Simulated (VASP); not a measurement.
Wanted: the native input for a VASP 6.6.1 run.

* Task: single point
* Functional: PBEsol
* Potentials or basis: VASP PAW PBE potentials, release 64 (Ba_sv)
* Cutoff: 520 eV
* k mesh: 12 × 12 × 12
* Occupations: fermi-dirac, width 0.08 eV
* Spin: no spin polarisation
* Dipole correction: no
* Further INCAR settings: ALGO = Normal; EDIFF = 1e-07; NBANDS = 11

The structure of Ba lies in POSCAR:

```
Ba
1.0
    0.0000000000      2.6690620498      2.6690620498
    2.6690620498      0.0000000000      2.6690620498
    2.6690620498      2.6690620498      0.0000000000
Ba
1
Direct
    0.0000000000      0.0000000000      0.0000000000
```

This cell differs from its parent crystal: volume scaled by 0.65.

One way to write it, as run:

INCAR

```
PREC     = Accurate       # precision mode
ENCUT    = 520            # plane-wave cutoff, eV
EDIFF    = 1E-7           # SCF threshold, eV
ISMEAR   = -1             # smearing method
SIGMA    = 0.08           # smearing width, eV
LREAL    = False          # projectors in reciprocal space
LASPH    = True           # aspherical terms in the spheres
NELM     = 100            # most SCF steps
ALGO     = Normal         # electronic algorithm
ISIF     = 2              # what is computed and relaxed
LWAVE    = False          # write WAVECAR
LCHARG   = False          # write CHGCAR
GGA      = PS             # functional
NBANDS   = 11             # bands
```

KPOINTS

```
Automatic mesh
0
Gamma
  12 12 12
```

Potentials or basis: VASP PAW PBE potentials, release 64 (Ba_sv).

Run with:

```sh
$ cat potpaw_PBE.64/Ba_sv/POTCAR > POTCAR
$ mpirun -np 1 vasp_std > vasp.out
```

Results of the run:

```
Pressure               : 6.4 GPa
Band gap on the k mesh : zero (band 5 reaches 3.99 eV, above the bottom of band 6 at 2.67 eV)
```

Caveat: the PAW data sets were made with another functional, which shifts forces and pressure a little; spin-orbit coupling is left out, which moves the levels of the heavy elements.

It took 52 s on 1 thread of AMD EPYC 7R13, on a shared host, peak memory 0.14 GiB.
